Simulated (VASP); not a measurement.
# Pd (C2/m) in VASP: single point with PBE

Aim: the single point of Pd with PBE.

Everything below comes from runs of VASP 6.6.1. Logs are shortened: lines on timing, memory, paths and dates and some standing lists are left out, and cuts for length are marked.

## 1. The cell of the first run

Symmetry: C2/m, No. 12, monoclinic system. The conventional cell has a = 3.373 Å, b = 4.323 Å, c = 2.759 Å, α = 90.00°, β = 126.82°, γ = 90.00°. Pd (site symmetry 2/m) has 14 Pd at 2.74 to 3.37 Å within 3.6 Å.

## 2. Single point, PBE (strained)

INCAR reads:

```
SYSTEM = Pd
PREC = Accurate
ENCUT = 520
EDIFF = 1E-6
ISMEAR = 0
SIGMA = 0.1
LREAL = .FALSE.
LASPH = .TRUE.
NELM = 60
ALGO = Fast
ISIF = 2
LWAVE = .FALSE.
LCHARG = .FALSE.
GGA = PE
NBANDS = 11
```

KPOINTS reads:

```
Automatic mesh
0
G
  16 16 16
  0 0 0
```

POSCAR reads:

```
Pd
1.0
   -1.5368732319      1.5196410321      1.6865543831
    1.5196410321     -1.5368732319      1.6865543831
    1.5704571540      1.5704571540     -1.7037865828
Pd
1
Direct
    0.0000000000      0.0000000000      0.0000000000
```

Potentials or basis: VASP PAW PBE potentials, release 64 (Pd).

Run with:

```bash
cat potpaw_PBE.64/Pd/POTCAR > POTCAR
mpirun -np 1 vasp_std > vasp.out
```

OUTCAR:

```text
SYSTEM = Pd
   PREC = Accurate
   ENCUT = 520
   EDIFF = 1E-6
   ISMEAR = 0
   LREAL = .FALSE.
   LASPH = .TRUE.
   NELM = 60
   ISIF = 2
   GGA = PE

 ion  position               nearest neighbor table
   1  0.000  0.000  0.000-

  Warning from LATTYP: Got some problem with cell dimensions!
  Tried to take original basis but could not verify dimensions!
  LATTYP: Found a base centered monoclinic cell.
 ALAT       =     3.3731967992
 B/A-ratio  =     1.2814443340
 C/A-ratio  =     0.8178954357
 COS(beta)  =    -0.5992952874

  Lattice vectors:

 A1 = (   1.5368732319,  -1.5196410321,  -1.6865543831)
 A2 = (  -1.5196410321,   1.5368732319,  -1.6865543831)
 A3 = (   1.5532249542,   1.5532249542,   1.6693221834)

Analysis of symmetry for initial positions (statically):
=====================================================================
 Subroutine PRICEL returns:
 Original cell was already a primitive cell.

 Routine SETGRP: Setting up the symmetry group for a
 base centered monoclinic supercell.

 Subroutine GETGRP returns: Found  4 space group operations
 (whereof  4 operations were pure point group operations)
 out of a pool of  4 trial point group operations.

The static configuration has the point symmetry C_2h.

Analysis of symmetry for dynamics (positions and initial velocities):
=====================================================================
 Subroutine PRICEL returns:
 Original cell was already a primitive cell.

 Routine SETGRP: Setting up the symmetry group for a
 base centered monoclinic supercell.

 Subroutine GETGRP returns: Found  4 space group operations
 (whereof  4 operations were pure point group operations)
 out of a pool of  4 trial point group operations.

The dynamic configuration has the point symmetry C_2h.

 Subroutine INISYM returns: Found  4 space group operations
 (whereof  4 operations are pure point group operations),
 and found     1 'primitive' translations

----------------------------------------------------------------------------------------

                                     Primitive cell

  volume of cell :      16.1016

  direct lattice vectors                    reciprocal lattice vectors
    -1.536873232  1.519641032  1.686554383    -0.001872944  0.325297130  0.298114701
     1.519641032 -1.536873232  1.686554383     0.325297130 -0.001872944  0.298114701
     1.570457154  1.570457154 -1.703786583     0.320153055  0.320153055  0.003271132

  length of vectors
[... 83 lines left out ...]
   NSW    =      0    number of steps for IOM
   IBRION =     -1    ionic relax: 0-MD 1-quasi-New 2-CG
   NFREE  =      0    steps in history (QN), initial steepest desc. (CG)
   ISIF   =      2    stress and relaxation
   ISYM   =      2    0-nonsym 1-usesym 2-fastsym
   POTIM  = 0.5000    time-step for ionic-motion
   TEBEG  =    0.0;   TEEND  =   0.0 temperature during run
   PSTRESS=    0.0 pullay stress
   NELECT =      10.0000    total number of electrons
   NUPDOWN=      -1.0000    fix difference up-down
   EMIN   =  10.00;   EMAX   =-10.00  energy-range for DOS
   EFERMI =   0.00;   METHOD = LEGACY
   ISMEAR =     0;   SIGMA  =   0.10  broadening in eV -4-tet -1-fermi 0-gaus
   EFERMI_NEDOS =   21; number of points for ismear=-14 and -15
   IALGO  =     68    algorithm
   IMIX   =      4    mixing-type and parameters
     AMIX     =   0.40;   BMIX     =  1.00
     AMIX_MAG =   1.60;   BMIX_MAG =  1.00
  volume/ion in A,a.u.               =      16.10       108.66
  Fermi-wavevector in a.u.,A,eV,Ry     =   1.396749  2.639473 26.543722  1.950909
  Thomas-Fermi vector in A             =   2.520073
   LORBIT       =      0    0 simple, 1 ext, 2 COOP (PROOUT), +10 PAW based schemes
   GGA     = PE    functional components
   LHFCALC =     F    Hartree Fock is set to
   AEXX    =    0.0000 exact exchange contribution
   IVDW    =     0    specifies the selected vdW correction
   LEPSILON=     F    determine dielectric tensor
   LRPA    =     F    only Hartree local field effects (RPA)
 non-spin polarized calculation
 RMM-DIIS sequential band-by-band and
 Gauss-broadening in eV      SIGMA  =   0.10
  energy-cutoff  :      520.00
  volume of cell :       16.10
 maximum number of plane-waves:       446
   NGX = 11   NGY = 11   NGZ = 11

 number of electron      10.0000000 magnetization

 number of electron       9.9999996 magnetization

 Free energy of the ion-electron system (eV)
  ---------------------------------------------------
  ext. energy  EPLUGINS =         0.00000000
  ---------------------------------------------------
  free energy    TOTEN  =        -5.16647494 eV

  energy without entropy =       -5.15914979  energy(sigma->0) =       -5.16281236

 E-fermi :   8.3760     XC(G=0): -12.6379

 val. band max:        8.3748340110   @ k =  -0.2500  -0.2500   0.2500
 cond. band min:       8.3791232174   @ k =  -0.3750  -0.4375   0.2500
 fundamental gap:      0.0042892064
 Fermi energy:         8.3759541958

 k-point     1 :       0.0000    0.0000    0.0000
  band No.  band energies     occupation
      1       1.9002      2.00000
      2       5.5455      2.00000
      3       5.7650      2.00000
      4       6.1831      2.00000
      5       7.2139      2.00000
      6       7.7607      2.00000
      7      26.6136      0.00000
      8      27.8910      0.00000
      9      28.2893      0.00000
     10      34.1586      0.00000
     11      35.0880      0.00000
[... 309 lines left out ...]
 k-point    24 :      -0.0625    0.0625    0.0000
  band No.  band energies     occupation
      1       2.0518      2.00000
      2       5.6470      2.00000
      3       5.7097      2.00000
      4       6.1767      2.00000
      5       7.2318      2.00000
      6       7.7031      2.00000
      7      26.7745      0.00000
      8      27.8660      0.00000
      9      28.1221      0.00000
     10      33.5734      0.00000
     11      34.0585      0.00000

 [... further k-points ...]
[... 5 lines left out ...]
  --------------------------------------------------------------------------------------
  -------------------------------------------------------------------------------------
  Total       -0.6928205     -0.6928205     -0.4898748     -0.1265076      0.0748069      0.0748069
  in kB      -68.9385529    -68.9385529    -48.7446012    -12.5880343      7.4436061      7.4436047
  external PRESSURE =     -62.2072357 kB  Pullay stress =       0.0000000 kB

 VOLUME and BASIS-vectors are now :
 -----------------------------------------------------------------------------
  energy-cutoff  :      520.00
  volume of cell :       16.10
      direct lattice vectors                 reciprocal lattice vectors
    -1.536873232  1.519641032  1.686554383    -0.001872944  0.325297130  0.298114701
     1.519641032 -1.536873232  1.686554383     0.325297130 -0.001872944  0.298114701
     1.570457154  1.570457154 -1.703786583     0.320153055  0.320153055  0.003271132

 POSITION                                       TOTAL-FORCE (eV/Angst)
 -----------------------------------------------------------------------------------
      0.00000      0.00000      0.00000         0.000000      0.000000      0.000000
 -----------------------------------------------------------------------------------
    total drift:                               -0.000000     -0.000000     -0.000000

  FREE ENERGIE OF THE ION-ELECTRON SYSTEM (eV)
  ---------------------------------------------------
  free  energy   TOTEN  =        -5.1664749372 eV

  energy  without entropy=       -5.1591497902  energy(sigma->0) =       -5.16281236
```

Wall time 81 s (1 thread of AMD EPYC 9R45 (Zen 5), shared host); peak memory 0.26 GiB.

Results:

| Property | Result |
| --- | --- |
| Free energy | -5.1665 eV |
| Pressure | -6.2 GPa |
| Band gap on the k mesh | zero (band 5 reaches 8.99 eV, above the bottom of band 6 at 7.49 eV) |

Stress tensor (GPa, compression positive):
```
-6.89 -1.26  0.74
-1.26 -6.89  0.74
 0.74  0.74 -4.87
```

Caveat: the cell differs from its parent crystal (strained).
